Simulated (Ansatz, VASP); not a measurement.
**CaO in VASP and in Ansatz**

INCAR

```
  PREC = Accurate
  ENCUT = 520
  EDIFF = 1E-7
  ISMEAR = 0
  SIGMA = 0.01
  LREAL = False
  LASPH = True
  NELM = 60
  ALGO = Normal
  ISIF = 2
  LWAVE = False
  LCHARG = False
  GGA = PS
  NBANDS = 15
```

KPOINTS

```
regular mesh
0
Gamma
  6 6 6
```

Contents of POSCAR:

```
CaO
1.0
    0.0000000000      2.3975501188      2.3975501188
    2.3975501188      0.0000000000      2.3975501188
    2.3975501188      2.3975501188      0.0000000000
Ca O
1 1
Direct
    0.0000000000      0.0000000000      0.0000000000
    0.5000000000      0.5000000000      0.5000000000
```

Input for Ansatz:

```yaml
crystal:
  lattice:
    - [0.0, 2.3975501188, 2.3975501188]
    - [2.3975501188, 0.0, 2.3975501188]
    - [2.3975501188, 2.3975501188, 0.0]
  atoms:
    - { symbol: Ca, position: [0.0, 0.0, 0.0] }
    - { symbol: O, position: [0.5, 0.5, 0.5] }
kpoints:
  mp_grid: { grid: [6, 6, 6] }
hamiltonian:
  xc: pbesol
scf:
  occupations: { method: fixed }
  n_extra_bands: 4
output:
  forces: true
  stress: true
  eigenvalues: true
```

Alike in both runs: task single point; functional PBEsol; k mesh 6 × 6 × 6; no spin polarisation.

|  | VASP | Ansatz |
| --- | --- | --- |
| version | VASP 6.6.1 | Ansatz 0.2.0 |
| potentials or method | VASP PAW PBE potentials, release 64 (Ca_sv, O) | plane waves |
| plane-wave cutoff (eV) | 520 | 420 |
| occupations | gaussian, width 0.01 eV | fixed |
| valence electrons in the cell | 16 | 16 |

```tsv
	VASP	Ansatz	Ansatz less VASP
gap on the k mesh at the Fermi level (eV)	3.53	3.55	+0.021
pressure (GPa)	-1.3	-2.0	-0.61
```

VASP's potentials were made for PBE, not for PBEsol.
